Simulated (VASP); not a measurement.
Crystal: BAs.

```
B As
1.0
     0.00000    2.39187    2.39187
     2.39187    0.00000    2.39187
     2.39187    2.39187    0.00000
B As
1 1
Direct
  0.00000 0.00000 0.00000
  0.25000 0.25000 0.25000
```

Base run:

```yaml
Program: VASP 6.6.1
Functional: PBE
Potentials_or_basis: VASP PAW PBE potentials, release 64 (B, As)
Cutoff: 520 eV
k_mesh: 6 × 6 × 6
Occupations: gaussian, width 0.01 eV
Spin: no spin polarisation
```

Its results: band gap on the k mesh 1.28 eV, indirect (least direct gap 3.27 eV); pressure 2.8 GPa.

After a change of settings the same cell gave: band gap on the k mesh 1.18 eV, indirect (least direct gap 3.27 eV); pressure 2.8 GPa. Which change was it?
A. functional from PBE to HSE06; further incar settings from ALGO = Normal; EDIFF = 1e-06; NBANDS = 11 to ALGO = Normal; EDIFF = 1e-07; NBANDS = 11
B. k mesh from 6 × 6 × 6 to 10 × 10 × 10; occupations from gaussian, width 0.01 eV to fermi-dirac, width 0.02 eV
C. functional from PBE to r2SCAN; k mesh from 6 × 6 × 6 to 10 × 10 × 10

B.
